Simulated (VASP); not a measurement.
## SiMo3: single point with PBE

Crystal: SiMo3.

```
Si Mo
1.0
    -2.67009    2.67009    2.67009
     2.67009   -2.67009    2.67009
     2.67009    2.67009   -2.67009
Si Mo
1 3
Direct
  0.00000 0.00000 0.00000
  0.00000 0.50000 0.50000
  0.50000 0.00000 0.50000
  0.50000 0.50000 0.00000
```

```
Program                : VASP 6.6.1
Task                   : single point
Functional             : PBE
Potentials or basis    : VASP PAW PBE potentials, release 64 (Si, Mo_sv)
Cutoff                 : 520 eV
k mesh                 : 4 × 4 × 4
Occupations            : gaussian, width 0.1 eV
Spin                   : no spin polarisation
Dipole correction      : no
Further INCAR settings : ALGO = Fast; EDIFF = 1e-07; NBANDS = 31
```

```json
{
 "Pressure": "-13.7 GPa",
 "Band gap on the k mesh": "zero (band 23 reaches 9.39 eV, above the bottom of band 24 at 8.53 eV)"
}
```

Levels at points of the mesh, in eV from the Fermi level:
```csv
k point,band 20,band 21,band 22,band 23,band 24,band 25
"(0.00, 0.00, 0.00)",0.01,0.01,0.01,0.70,0.70,1.32
"(0.50, 0.00, 0.00)",-1.06,-0.67,-0.44,-0.35,-0.16,0.02
"(0.50, 0.50, 0.50)",-2.11,-2.11,-2.11,0.38,0.38,0.76
```

Run time: 32 s on 1 thread of Intel(R) Xeon(R) Platinum 8259CL CPU @ 2.50GHz (Skylake/Cascade Lake) (shared host), peak memory 0.2 GiB.

Caveat: the k points lie up to 0.42 Å⁻¹ apart.
